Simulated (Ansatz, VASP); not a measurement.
**Two plane-wave programs on Cu**

The input INCAR:

```
ALGO = Fast ; EDIFF = 1E-7
ENCUT = 520 ; GGA = PE
ISIF = 2 ; ISMEAR = 0
LASPH = T ; LCHARG = F
LREAL = F ; LWAVE = F
NBANDS = 18 ; NELM = 80
PREC = Accurate ; SIGMA = 0.15
```

File KPOINTS:

```
k-points
0
Gamma
  18 18 18
```

The input POSCAR:

```
Cu
1.0
    1.1023907521     -4.4742834924      0.0000000000
    1.1023907521      4.4742834924      0.0000000000
    0.0000000000      0.0000000000      2.5142119659
Cu
2
Direct
    0.1340351705      0.8659648295      0.2500000000
    0.8659648295      0.1340351705      0.7500000000
```

Input for Ansatz:

```yaml
crystal:
  lattice:
    - [1.1023907521, -4.4742834924, 0.0]
    - [1.1023907521, 4.4742834924, 0.0]
    - [0.0, 0.0, 2.5142119659]
  atoms:
    - { symbol: Cu, position: [0.1340351705, 0.8659648295, 0.25] }
    - { symbol: Cu, position: [0.8659648295, 0.1340351705, 0.75] }
basis:
  ecutwfc: 520.0
kpoints:
  mp_grid: { grid: [18, 18, 18] }
hamiltonian:
  xc: pbe
  pseudopotentials: { kind: paw, azcp: { folder: soft_1 } }
scf:
  occupations: { method: gaussian, width: 0.15 }
output:
  forces: true
  stress: true
  eigenvalues: true
```

Change from the starting cell: normal strain along x -0.1100, normal strain along y +0.1100.

Alike in both runs: task single point; functional PBE; k mesh 18 × 18 × 18; occupations gaussian, width 0.15 eV; no spin polarisation.

|  | VASP | Ansatz |
| --- | --- | --- |
| version | VASP 6.6.1 | Ansatz 0.2.0 |
| potentials or method | VASP PAW PBE potentials, release 64 (Cu), cutoff 520 eV | scalar-relativistic, plane waves, PAW |
| valence electrons in the cell | 22 | 38 |

Ansatz gave:

- gap on the k mesh at the Fermi level (eV): none
- pressure (GPa): 8.3
- traceless stress, the component that is largest in VASP (GPa): 35.24
- rms of the force components (eV/Å): 0.097

Q: What did VASP give for the same quantities?

A: gap on the k mesh at the Fermi level (eV): none; pressure (GPa): 8.7; traceless stress, the component that is largest in VASP (GPa): 35.07; rms of the force components (eV/Å): 0.102.

Atom by atom the forces differ by 0.005 eV/Å (rms over components). A gap of «none» marks a metal or a gap that the smearing closes. With one functional, cell and mesh, what is left measures potentials, basis and numerics. VASP's potentials hold 22 valence electrons a cell and Ansatz's 38, so a difference there can come from the potentials and not from the codes.
